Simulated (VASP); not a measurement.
A run of VASP 6.6.1 is set up as follows.

INCAR

```
PREC     = Accurate       # precision mode
ENCUT    = 520            # plane-wave cutoff, eV
EDIFF    = 1E-6           # SCF threshold, eV
ISMEAR   = 0              # smearing method
SIGMA    = 0.05           # smearing width, eV
LREAL    = F              # projectors in reciprocal space
LASPH    = T              # aspherical terms in the spheres
NELM     = 100            # most SCF steps
ALGO     = Normal         # electronic algorithm
ISIF     = 2              # what is computed and relaxed
LWAVE    = F              # write WAVECAR
LCHARG   = T              # write CHGCAR
GGA      = PS             # functional
LELF     = T              # ELF
LVHAR    = T            
NBANDS   = 20             # bands
```

Contents of KPOINTS:

```
regular mesh
0
Gamma
  12 12 2
```

File POSCAR:

```
WS2
1.0
    3.1457762248      0.0000000000      0.0000000000
   -1.5728881124      2.7243221253      0.0000000000
    0.0000000000      0.0000000000     16.9534210846
W S
1 2
Direct
    0.2966269545      0.5932539090      0.0000000000
    0.6666666667      0.3333333333      0.9075761491
    0.6666666667      0.3333333333      0.0924238509
```

Potentials or basis: VASP PAW PBE potentials, release 64 (W_sv, S).

Launch:

```console
$ cat potpaw_PBE.64/W_sv/POTCAR potpaw_PBE.64/S/POTCAR > POTCAR
$ mpirun -np 1 vasp_std > vasp.out
```

**Question.** Predict the largest force.

**Answer.** 4.063 eV/Å.

**Question.** Estimate the band gap on the k mesh.

**Answer.** 1.76 eV, indirect (least direct gap 1.90 eV).

Forces on the atoms (eV/Å):
```
W    0.000  4.063  0.000
S    0.000 -2.031 -0.501
S    0.000 -2.031  0.501
```

Caveat: the cell differs from its parent crystal (atom 1 (W) moved by (+0.000, -0.200) A along x and y); the PAW data sets were made with another functional, which shifts forces and pressure a little; spin-orbit coupling is left out, which moves the levels of the heavy elements.
